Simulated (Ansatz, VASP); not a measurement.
# Re in VASP and in Ansatz

File INCAR:

```
SYSTEM = Re
PREC = Accurate
ENCUT = 600
EDIFF = 1E-7
ISMEAR = -1
SIGMA = 0.1
LREAL = .FALSE.
LASPH = .TRUE.
NELM = 60
ALGO = Normal
ISIF = 3
LWAVE = .FALSE.
LCHARG = .FALSE.
GGA = CA
IBRION = 2
NSW = 60
EDIFFG = -0.005
```

Contents of KPOINTS:

```
Automatic mesh
0
G
  19 19 19
  0 0 0
```

The input POSCAR:

```
Re
1.0
   -1.5302737773      1.5302737773      1.5302737773
    1.5302737773     -1.5302737773      1.5302737773
    1.5302737773      1.5302737773     -1.5302737773
Re
1
Direct
    0.0000000000      0.0000000000      0.0000000000
```

Input for Ansatz:

```yaml
crystal:
  lattice:
    - [-1.5302737773, 1.5302737773, 1.5302737773]
    - [1.5302737773, -1.5302737773, 1.5302737773]
    - [1.5302737773, 1.5302737773, -1.5302737773]
  atoms:
    - { symbol: Re, position: [0.0, 0.0, 0.0] }
kpoints:
  mp_grid: { grid: [19, 19, 19] }
scf:
  occupations: { method: fermi_dirac, width: 0.1 }
hamiltonian:
  xc: lda
  pseudopotentials: { kind: paw }
output:
  forces: true
  stress: true
  write_density: true
  write_potential: true
  elf: true
  volumetric_format: npy
relax:
  f_tol: 0.005
  max_steps: 40
  cell: {}
```

Alike in both runs: task relaxation of cell and atoms; functional LDA; k mesh 19 × 19 × 19; occupations fermi-dirac, width 0.1 eV; no spin polarisation.

|  | VASP | Ansatz |
| --- | --- | --- |
| version | VASP 6.6.1 | Ansatz 0.2.0 |
| potentials or method | VASP PAW LDA potentials, release 64 (Re) | PAW with Ansatz's default frozen-core files, scalar-relativistic |
| plane-wave cutoff (eV) | 600 | 420 |
| valence electrons in the cell | 7 | 15 |

|  | VASP | Ansatz | Ansatz less VASP |
| --- | --- | --- | --- |
| relaxed volume (Å³/atom) | 14.53 | 14.47 | -0.056 |
| relaxed cell length with the largest relative difference (Å) | 2.663 | 2.659 | -0.0034 |

LDA's correlation is that of Perdew and Zunger in VASP and of Perdew and Wang (1992) in Ansatz. VASP's potentials hold 7 valence electrons a cell and Ansatz's 15, so a difference there can come from the potentials and not from the codes.

Spin-orbit coupling is off throughout.
